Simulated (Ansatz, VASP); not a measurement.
## Two plane-wave programs on GaB3As4

```xyz
8
Lattice="3.5162 0.0000 0.0000 0.0000 7.1004 0.0000 0.0000 0.0000 5.0310" Properties=species:S:1:pos:R:3 pbc="T T T"
B     0.0000    5.4362   -0.0009
B     1.7581    0.0000    2.4851
B     0.0000    1.6642   -0.0009
As    1.7581    5.5057    1.1743
As    0.0000    0.0000    3.6897
As    1.7581    1.5947    1.1743
As    0.0000    3.5502    4.0568
Ga    1.7581    3.5502    2.5148
```

Alike in both runs: task single point; functional r2SCAN; k mesh 8 × 4 × 6; no spin polarisation.

|  | VASP | Ansatz |
| --- | --- | --- |
| version | VASP 6.6.1 | Ansatz 0.2.0 |
| potentials or method | VASP PAW PBE potentials, release 64 (B, As, Ga_d) | plane waves, PAW |
| plane-wave cutoff (eV) | 520 | 500 |
| occupations | gaussian, width 0.01 eV | fixed |
| valence electrons in the cell | 42 | 82 |

```tsv
	VASP	Ansatz	Ansatz less VASP
gap on the k mesh at the Fermi level (eV)	0.68	0.69	+0.007
pressure (GPa)	0.2	0.0	-0.16
rms of the force components (eV/Å)	0.005	0.003	-0.0011
```

VASP's potentials were made for PBE, not for r2SCAN. VASP's potentials hold 42 valence electrons a cell and Ansatz's 82, so a difference there can come from the potentials and not from the codes.
